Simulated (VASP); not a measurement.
# Ge (Pm-3m) in VASP: notebook, part 2 of 2

VASP 6.6.1. Earlier steps stand in the parts before.

## 4. Single point, BLYP (volume scaled by 0.96)

INCAR reads:

```
PREC = Accurate ; ENCUT = 520
EDIFF = 1E-6 ; ISMEAR = -1
SIGMA = 0.1 ; LREAL = F
LASPH = T ; NELM = 60
ALGO = Normal ; ISIF = 2
LWAVE = F ; LCHARG = T
GGA = B5 ; ALDAX = 1.0
AGGAX = 1.0 ; AGGAC = 1.0
ALDAC = 0.0 ; LELF = T
LVHAR = T ; NBANDS = 13
```

KPOINTS reads:

```
Automatic mesh
0
Gamma
  18 18 18
```

POSCAR reads:

```
Ge
1.0
    2.7596332159      0.0000000000      0.0000000000
    0.0000000000      2.7596332159      0.0000000000
    0.0000000000      0.0000000000      2.7596332159
Ge
1
Direct
    0.0000000000      0.0000000000      0.0000000000
```

Potentials or basis: VASP PAW PBE potentials, release 64 (Ge_d).

On the command line:

```
> cat potpaw_PBE.64/Ge_d/POTCAR > POTCAR
> mpirun -np 1 vasp_std > vasp.out
```

OUTCAR:

```text
PREC = Accurate
   ENCUT = 520
   EDIFF = 1E-6
   ISMEAR = -1
   LREAL = F
   LASPH = T
   NELM = 60
   ISIF = 2
   GGA = B5

 ion  position               nearest neighbor table
   1  0.000  0.000  0.000-

  LATTYP: Found a simple cubic cell.
 ALAT       =     2.7596332159

  Lattice vectors:

 A1 = (   2.7596332159,   0.0000000000,   0.0000000000)
 A2 = (   0.0000000000,   2.7596332159,   0.0000000000)
 A3 = (   0.0000000000,   0.0000000000,   2.7596332159)

Analysis of symmetry for initial positions (statically):
=====================================================================
 Subroutine PRICEL returns:
 Original cell was already a primitive cell.

 Routine SETGRP: Setting up the symmetry group for a
 simple cubic supercell.

 Subroutine GETGRP returns: Found 48 space group operations
 (whereof 48 operations were pure point group operations)
 out of a pool of 48 trial point group operations.

The static configuration has the point symmetry O_h .

Analysis of symmetry for dynamics (positions and initial velocities):
=====================================================================
 Subroutine PRICEL returns:
[... 159 lines left out ...]
 fundamental gap:      0.0361650896
 Fermi energy:         5.8006318968

 k-point     1 :       0.0000    0.0000    0.0000
  band No.  band energies     occupation
      1     -18.7924      2.00000
      2     -18.7924      2.00000
      3     -18.5800      2.00000
      4     -18.5800      2.00000
      5     -18.5800      2.00000
      6      -6.4973      2.00000
      7      12.0155      0.00000
      8      12.0155      0.00000
      9      12.0155      0.00000
     10      15.8412      0.00000
     11      15.8412      0.00000
     12      18.1310      0.00000
     13      33.7098      0.00000
[... 354 lines left out ...]
  band No.  band energies     occupation
      1     -18.7701      2.00000
      2     -18.6591      2.00000
      3     -18.6294      2.00000
      4     -18.6203      2.00000
      5     -18.5828      2.00000
      6      -4.3045      2.00000
      7       3.4414      2.00000
      8      11.3643      0.00000
      9      13.9026      0.00000
     10      18.4540      0.00000
     11      19.6097      0.00000
     12      22.1259      0.00000
     13      24.0163      0.00000

 [... further k-points ...]
[... 5 lines left out ...]
  --------------------------------------------------------------------------------------
  -------------------------------------------------------------------------------------
  Total        0.2799195      0.2799195      0.2799195      0.0000000      0.0000000      0.0000000
  in kB       21.3397647     21.3397647     21.3397647      0.0000000      0.0000000      0.0000000
  external PRESSURE =      21.3397647 kB  Pullay stress =       0.0000000 kB

 VOLUME and BASIS-vectors are now :
 -----------------------------------------------------------------------------
  energy-cutoff  :      520.00
  volume of cell :       21.02
      direct lattice vectors                 reciprocal lattice vectors
     2.759633216  0.000000000  0.000000000     0.362366997  0.000000000  0.000000000
     0.000000000  2.759633216  0.000000000     0.000000000  0.362366997  0.000000000
     0.000000000  0.000000000  2.759633216     0.000000000  0.000000000  0.362366997

 POSITION                                       TOTAL-FORCE (eV/Angst)
 -----------------------------------------------------------------------------------
      0.00000      0.00000      0.00000         0.000000      0.000000      0.000000
 -----------------------------------------------------------------------------------
    total drift:                                0.000000     -0.000000      0.000000

  FREE ENERGIE OF THE ION-ELECTRON SYSTEM (eV)
  ---------------------------------------------------
  free  energy   TOTEN  =        -3.4873109512 eV

  energy  without entropy=       -3.4708867337  energy(sigma->0) =       -3.47909884
```

stdout:

```text
POSCAR found type information on POSCAR Ge
 POSCAR found :  1 types and       1 ions
 scaLAPACK will be used
 -----------------------------------------------------------------------------
|                                                                             |
|                                                                             |
|     You enforced a specific xc type in the INCAR file but a different       |
|     I HOPE YOU KNOW WHAT YOU ARE DOING!                                     |
|                                                                             |
 -----------------------------------------------------------------------------

 LDA part: xc-table for (Slater(with rela. corr.)+VWN5), standard interpolation
 POSCAR, INCAR and KPOINTS ok, starting setup
 FFT: planning ... GRIDC
 FFT: planning ... GRID_SOFT
 FFT: planning ... GRID
 WAVECAR not read
 entering main loop
```

Wall time 26 s (1 thread of Intel Xeon Platinum 8375C at 2.90GHz (Ice Lake), shared host); peak memory 0.17 GiB.

Results:

```
Free energy            : -3.4873 eV
Pressure               : 2.1 GPa
Band gap on the k mesh : zero (band 7 reaches 12.02 eV, above the bottom of band 8 at 3.49 eV)
```

Caveat: the cell differs from its parent crystal (volume scaled by 0.96); the PAW data sets were made with another functional, which shifts forces and pressure a little.

## 5. Single point, BLYP

This run uses another cell than the first one, of 21.89 Å³/atom, 1.136 times its volume.

INCAR reads:

```
PREC = Accurate
ENCUT = 520
EDIFF = 1E-6
ISMEAR = -1
SIGMA = 0.1
LREAL = F
LASPH = T
NELM = 80
ALGO = Normal
ISIF = 2
LWAVE = F
LCHARG = F
GGA = B5
ALDAX = 1.0
AGGAX = 1.0
AGGAC = 1.0
ALDAC = 0.0
NBANDS = 13
```

KPOINTS is that of step 4.

POSCAR reads:

```
Ge
1.0
    2.7974411088      0.0000000000      0.0000000000
    0.0000000000      2.7974411088      0.0000000000
    0.0000000000      0.0000000000      2.7974411088
Ge
1
Direct
    0.0000000000      0.0000000000      0.0000000000
```

On the command line:

```
> cat potpaw_PBE.64/Ge_d/POTCAR > POTCAR
> mpirun -np 1 vasp_std > vasp.out
```

Wall time 25 s (1 thread of Intel Xeon Platinum 8375C at 2.90GHz (Ice Lake), shared host); peak memory 0.18 GiB.

The run converged. Its results:

```yaml
Free_energy: -3.4924 eV
Pressure: -0.1 GPa
Band_gap_on_the_k_mesh: zero (band 7 reaches 11.40 eV, above the bottom of band 8 at 3.21 eV)
```

Levels at points of the mesh, in eV from the Fermi level:
| k point | band 4 | band 5 | band 6 | band 7 | band 8 | band 9 | band 10 | band 11 |
| --- | --- | --- | --- | --- | --- | --- | --- | --- |
| (0.00, 0.00, 0.00) | -24.38 | -24.38 | -12.00 | 6.00 | 6.00 | 6.00 | 9.89 | 9.89 |
| (0.50, 0.00, 0.00) | -24.42 | -24.37 | -8.81 | -4.84 | 8.39 | 8.39 | 12.72 | 14.90 |
| (0.50, 0.50, 0.00) | -24.42 | -24.32 | -5.46 | -2.19 | -2.19 | 3.84 | 10.70 | 18.28 |
| (0.50, 0.50, 0.50) | -24.32 | -24.32 | -1.70 | 0.26 | 0.26 | 0.26 | 7.15 | 7.15 |

Caveat: the PAW data sets were made with another functional, which shifts forces and pressure a little.

## 6. Overview

```tsv
cell	gap on the mesh (eV)	pressure (GPa)
a = 2.681 Å, 1 atom	none	8.4
a = 2.721 Å, 1 atom	none	4.8
a = 2.760 Å, 1 atom	none	2.1
a = 2.797 Å, 1 atom	none	-0.1
```

Alike in all rows: task single point; level BLYP; potentials or basis VASP PAW PBE potentials, release 64 (Ge_d); no spin polarisation; k mesh 18 × 18 × 18; cutoff (eV) 520; smearing fermi-dirac 0.1 eV.

Caveats: the PAW data sets were made with another functional, which shifts forces and pressure a little.

Absolute energies hang on the potentials; compare differences alone.
